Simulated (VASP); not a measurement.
## SnO: single point with PBE+D3(BJ)

Crystal: SnO.

```
CELL_PARAMETERS angstrom
3.83710 0.08633 0.00000
0.08633 3.83710 0.00000
0.00000 0.00000 4.76213
ATOMIC_POSITIONS crystal
Sn 0.00000 0.50000 0.24324
Sn 0.50000 0.00000 0.75676
O 0.00000 0.00000 0.00000
O 0.50000 0.50000 0.00000
```

This cell differs from its parent crystal: strain +0.0450 x Voigt [0, 0, 0, 0, 0, 1].

```
Program             : VASP 6.6.1
Task                : single point
Functional          : PBE
Dispersion          : D3(BJ)
Potentials or basis : VASP PAW PBE potentials, release 64 (Sn_d, O)
Cutoff              : 520 eV
k mesh              : 12 × 12 × 10
Occupations         : gaussian, width 0.15 eV
Spin                : no spin polarisation
```

* Pressure: 0.3 GPa
* Largest force: 0.088 eV/Å
* Band gap on the k mesh: zero (bands 20 and 21 overlap by 0.04 eV)
* Dispersion energy per atom: -0.235 eV

Forces in eV/Å, atoms in the order of the input:
```
Sn   0.000  0.000  0.088
Sn   0.000  0.000 -0.088
O    0.000  0.000  0.000
O    0.000  0.000  0.000
```

Stress tensor (GPa, compression positive):
```
 0.33 -3.70  0.00
-3.70  0.33  0.00
 0.00  0.00  0.26
```

Levels at points of the mesh, in eV from the Fermi level:
```
           k point  band 18  band 19  band 20  band 21  band 22  band 23
(0.00, 0.00, 0.00)    -3.44    -2.85    -0.10     2.01     4.28     4.57
(0.50, 0.00, 0.00)    -4.77    -2.77    -2.77     3.18     3.18     5.63
(0.50, 0.50, 0.00)    -2.29    -2.10    -1.84    -0.14    -0.06     4.27
(0.00, 0.00, 0.50)    -3.13    -2.87    -2.19     1.62     2.57     2.89
(0.50, 0.00, 0.50)    -4.72    -1.78    -1.78     2.57     2.57     5.15
(0.50, 0.50, 0.50)    -2.69    -2.56    -2.29     2.21     2.27     4.01
```

It took 4.1 min on 1 thread of AMD EPYC 9R45 96-Core Processor (Zen 5), with other jobs on the host, peak memory 0.46 GiB.

Caveat: the cell differs from its parent crystal (strain +0.0450 x Voigt [0, 0, 0, 0, 0, 1]); semilocal functionals underestimate gaps, and a narrow one can read as zero; spin-orbit coupling is left out, which moves the levels of the heavy elements.
